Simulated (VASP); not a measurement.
Wanted: the native input for a VASP 6.6.1 run.

```yaml
Task: single point
Functional: PBE
Potentials_or_basis: VASP PAW PBE potentials, release 64 (Si, Sb)
Cutoff: 500 eV
k_mesh: 5 × 5 × 5
Occupations: methfessel-paxton, width 0.05 eV
Spin: no spin polarisation
Dipole_correction: no
Further_INCAR_settings: ALGO = Normal; EDIFF = 1e-06; NBANDS = 12
```

The structure of SiSb lies in POSCAR:

```
SiSb
1.0
    0.0000000000      3.0851587559      3.0851587559
    3.0851587559      0.0000000000      3.0851587559
    3.0851587559      3.0851587559      0.0000000000
Si Sb
1 1
Direct
    0.0000000000      0.0000000000      0.0000000000
    0.2500000000      0.2500000000      0.2500000000
```

These files were run (other wordings do the same):

INCAR

```
ALGO = Normal
EDIFF = 1E-6
ENCUT = 500
GGA = PE
GGA_COMPAT = F
ISIF = 2
ISMEAR = 1
LASPH = T
LCHARG = F
LREAL = F
LWAVE = F
NBANDS = 12
NELM = 120
PREC = Accurate
SIGMA = 0.05
```

KPOINTS

```
k-points
0
Gamma
  5 5 5
```

Potentials or basis: VASP PAW PBE potentials, release 64 (Si, Sb).

Run with:

```console
$ cat potpaw_PBE.64/Si/POTCAR potpaw_PBE.64/Sb/POTCAR > POTCAR
$ mpirun -np 1 vasp_std > vasp.out
```

It gave:

- Pressure: 0.2 GPa

Wall time 8.2 s on 1 thread of AMD EPYC 7R43 64-Core Processor (Zen 3), with other jobs on the host, peak memory 0.14 GiB.
